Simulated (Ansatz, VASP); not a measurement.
# Zr: VASP beside Ansatz

```
CELL_PARAMETERS angstrom
3.16602 0.00000 0.00000
-1.58301 2.74185 0.00000
0.00000 0.00000 5.04193
ATOMIC_POSITIONS crystal
Zr 0.33333 0.66667 0.25000
Zr 0.66667 0.33333 0.75000
```

Change from the starting cell: volume scaled by 0.94, crystal datasets.

Alike in both runs: task electric field gradients; functional PBEsol; k mesh 13 × 13 × 7; occupations fermi-dirac, width 0.08 eV; no spin polarisation.

```csv
,VASP,Ansatz
version,VASP 6.6.1,Ansatz 0.2.0
potentials or method,"VASP PAW PBE potentials, release 64 (Zr_sv), cutoff 520 eV","all-electron PAW with datasets made for the crystal, scalar-relativistic"
```

|  | VASP | Ansatz | Ansatz less VASP |
| --- | --- | --- | --- |
| pressure (GPa) | 2.8 | 2.8 | -0.03 |
| traceless stress, the component that is largest in VASP (GPa) | 0.84 | 0.84 | -0.002 |
| size of Vzz on the site where it differs most (V/Å²) | 47.5 | 47.9 | +0.39 |

VASP's potentials were made for PBE, not for PBEsol. Ansatz ran all-electron here, and VASP with PAW potentials.
